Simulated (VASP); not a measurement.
Write the native input for VASP 6.6.1 that does the following.

* Task: single point
* Functional: LDA
* Potentials or basis: VASP PAW LDA potentials, release 64 (Al, Ru_pv)
* Cutoff: 520 eV
* k mesh: 10 × 10 × 10
* Occupations: gaussian, width 0.03 eV
* Spin: no spin polarisation
* Dipole correction: no
* Further INCAR settings: ALGO = Normal; EDIFF = 1e-06; NBANDS = 29

The structure of Al2Ru lies in POSCAR:

```
Al2Ru
1.0
    0.0000000000      3.9313321037      4.3220099048
    2.3163090077      0.0000000000      4.3220099048
    2.3163090077      3.9313321037      0.0000000000
Al Ru
4 2
Direct
    0.0788992938      0.4211007062      0.0788992938
    0.4211007062      0.0788992938      0.4211007062
    0.1711007062      0.8288992938      0.1711007062
    0.8288992938      0.1711007062      0.8288992938
    0.7500000000      0.7500000000      0.7500000000
    0.5000000000      0.5000000000      0.5000000000
```

One way to write it, as run:

INCAR

```
ALGO = Normal ; EDIFF = 1E-6
ENCUT = 520 ; GGA = CA
ISIF = 2 ; ISMEAR = 0
LASPH = T ; LCHARG = F
LREAL = F ; LWAVE = F
NBANDS = 29 ; NELM = 80
PREC = Accurate ; SIGMA = 0.03
```

KPOINTS

```
k-points
0
Gamma
  10 10 10
```

Potentials or basis: VASP PAW LDA potentials, release 64 (Al, Ru_pv).

The run is started by

```sh
$ cat potpaw_LDA.64/Al/POTCAR potpaw_LDA.64/Ru_pv/POTCAR > POTCAR
$ mpirun -np 1 vasp_std > vasp.out
```

Results of the run:

* Pressure: 4.5 GPa
* Largest force: 0.035 eV/Å

Caveat: the cell stands under pressure.

Run time: 5.7 min on 1 thread of Intel(R) Xeon(R) Platinum 8488C (Sapphire Rapids) (shared host), peak memory 0.42 GiB.
